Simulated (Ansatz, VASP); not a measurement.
## One calculation of Co, two programs

Contents of INCAR:

```
SYSTEM = Co
PREC = Accurate
ENCUT = 600
EDIFF = 1E-6
ISMEAR = -1
SIGMA = 0.1
LREAL = .False.
LASPH = .True.
NELM = 120
ALGO = Normal
ISIF = 2
LWAVE = .False.
LCHARG = .False.
GGA = RP
NBANDS = 10
GGA_COMPAT = .False.
```

KPOINTS

```
Automatic mesh
0
Gamma
  15 15 15
  0 0 0
```

Contents of POSCAR:

```
Co
1.0
    2.2095847649      0.0000000000      0.0000000000
    0.0000000000      2.2095847649      0.0000000000
    0.0000000000      0.0000000000      2.2095847649
Co
1
Direct
    0.0000000000      0.0000000000      0.0000000000
```

Input for Ansatz:

```yaml
crystal:
  lattice:
    - [2.2095847649, 0.0, 0.0]
    - [0.0, 2.2095847649, 0.0]
    - [0.0, 0.0, 2.2095847649]
  atoms:
    - { symbol: Co, position: [0.0, 0.0, 0.0] }
hamiltonian:
  xc: rpbe
  pseudopotentials:
    kind: paw
    azcp:
      Co: "pseudopotentials/Co.paw.azcp"
basis:
  ecutwfc: 420
  fft_grid_basis: typed
kpoints:
  mp_grid: { grid: [15, 15, 15], shift: [0, 0, 0] }
magnetization:
  spin_polarized: false
scf:
  occupations: { method: fermi_dirac, width: 0.1 }
  lower_state_search: "off"
output:
  stress: true
```

Alike in both runs: task single point; functional RPBE; k mesh 15 × 15 × 15; occupations fermi-dirac, width 0.1 eV; no spin polarisation.

|  | VASP | Ansatz |
| --- | --- | --- |
| version | VASP 6.6.1 | Ansatz 0.2.0 |
| potentials or method | VASP PAW PBE potentials, release 64 (Co), cutoff 600 eV | plane waves (420 eV) with PAW, scalar-relativistic |
| valence electrons in the cell | 9 | 17 |

Ansatz gave:

```
pressure (GPa) : 28.6
```

Problem. Which values does VASP return?

Solution. Pressure (GPa): 27.2.

VASP's potentials were made for PBE, not for RPBE. VASP's potentials hold 9 valence electrons a cell and Ansatz's 17, so a difference there can come from the potentials and not from the codes.
